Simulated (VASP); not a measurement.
Here is a VASP 6.6.1 calculation.

Contents of INCAR:

```
SYSTEM = RbCl
PREC     = Accurate       ! precision mode
ENCUT    = 400            ! plane-wave cutoff, eV
EDIFF    = 1E-8           ! SCF threshold, eV
ISMEAR   = 1              ! smearing method
SIGMA    = 0.0013         ! smearing width, eV
LREAL    = .False.        ! projectors in reciprocal space
LASPH    = .True.         ! aspherical terms in the spheres
NELM     = 200            ! most SCF steps
ALGO     = Normal         ! electronic algorithm
ISIF     = 2              ! what is computed and relaxed
LWAVE    = .False.        ! write WAVECAR
LCHARG   = .False.        ! write CHGCAR
ISPIN    = 2              ! spin polarisation
MAGMOM   = 0.27 1.73      ! initial moments
LORBIT   = 11             ! projections on sites
NUPDOWN  = 3.0            ! fixed moment
GGA      = PE             ! functional
LEFG     = .True.       
NBANDS   = 19             ! bands
GGA_COMPAT= .False.
```

KPOINTS

```
Automatic mesh
0
Gamma
  1 1 1
  0 0 0
```

Contents of POSCAR:

```
RbCl
1.0
    0.0000000000      3.3087073290      3.3087073290
    3.3087073290      0.0000000000      3.3087073290
    3.3087073290      3.3087073290      0.0000000000
Rb Cl
1 1
Direct
    0.0000000000      0.0000000000      0.0000000000
    0.5000000000      0.5000000000      0.5000000000
```

Potentials or basis: VASP PAW PBE potentials, release 64 (Rb_sv, Cl).

Run with:

```sh
$ cat potpaw_PBE.64/Rb_sv/POTCAR potpaw_PBE.64/Cl/POTCAR > POTCAR
$ mpirun -np 1 vasp_std > vasp.out
```

**Question.** Estimate the pressure.

**Answer.** 13.2 GPa.

Caveat: the k points lie up to 1.64 Å⁻¹ apart; without QUAD_EFG the Cq values of the log hold for a quadrupole moment of 1 mb, not for the nuclei; the total moment is fixed, so each spin has its own Fermi level.
